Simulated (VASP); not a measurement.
Wanted: the native input for a VASP 6.6.1 run.

```yaml
Task: relaxation of cell and atoms
Functional: PBE
Potentials_or_basis: VASP PAW PBE potentials, release 64 (Be, Tl_d)
Cutoff: 600 eV
k_mesh: 4 × 4 × 4
Occupations: gaussian, width 0.1 eV
Spin: no spin polarisation
Dipole_correction: no
Further_INCAR_settings: ALGO = Fast; EDIFF = 1e-06; IBRION = 2; EDIFFG = -0.04; NSW = 90; ISIF = 3
```

The structure of BeTl2 lies in POSCAR:

```
BeTl2
1.0
    5.2963781446      0.0000000000      0.0000000000
    0.0000000000      5.2963781446      0.0000000000
    0.0000000000      0.0000000000      5.2963781446
Be Tl
2 4
Direct
    0.0000000000      0.0000000000      0.0000000000
    0.5000000000      0.5000000000      0.5000000000
    0.2500000000      0.2500000000      0.2500000000
    0.2500000000      0.7500000000      0.7500000000
    0.7500000000      0.7500000000      0.2500000000
    0.7500000000      0.2500000000      0.7500000000
```

The input as run:

INCAR

```
PREC = Accurate
ENCUT = 600
EDIFF = 1E-6
ISMEAR = 0
SIGMA = 0.1
LREAL = F
LASPH = T
NELM = 80
ALGO = Fast
ISIF = 3
LWAVE = F
LCHARG = F
GGA = PE
IBRION = 2
NSW = 90
EDIFFG = -0.04
```

KPOINTS

```
regular mesh
0
Gamma
  4 4 4
```

Potentials or basis: VASP PAW PBE potentials, release 64 (Be, Tl_d).

The run is started by

```bash
$ cat potpaw_PBE.64/Be/POTCAR potpaw_PBE.64/Tl_d/POTCAR > POTCAR
$ mpirun -np 1 vasp_std > vasp.out
```

Results of the run:

```yaml
Relaxed_volume: 28.32 Å³/atom
Relaxed_cell: a = 5.539 Å, b = 5.539 Å, c = 5.539 Å, α = 90.00°, β = 90.00°, γ = 90.00°
Space_group_after_relaxing_to_0.1_Å: Pn-3m (No. 224)
Energy_gained_by_relaxing: 52.3 meV/atom
Ionic_steps: 3
Pressure_after_relaxing: -0.1 GPa
Band_gap_on_the_k_mesh: zero (bands 28 and 29 overlap by 0.15 eV)
```

Caveat: spin-orbit coupling is left out, which moves the levels of the heavy elements.

Wall time 2.9 min on 1 thread of Intel Xeon 8259CL, with other jobs on the host, peak memory 0.29 GiB.
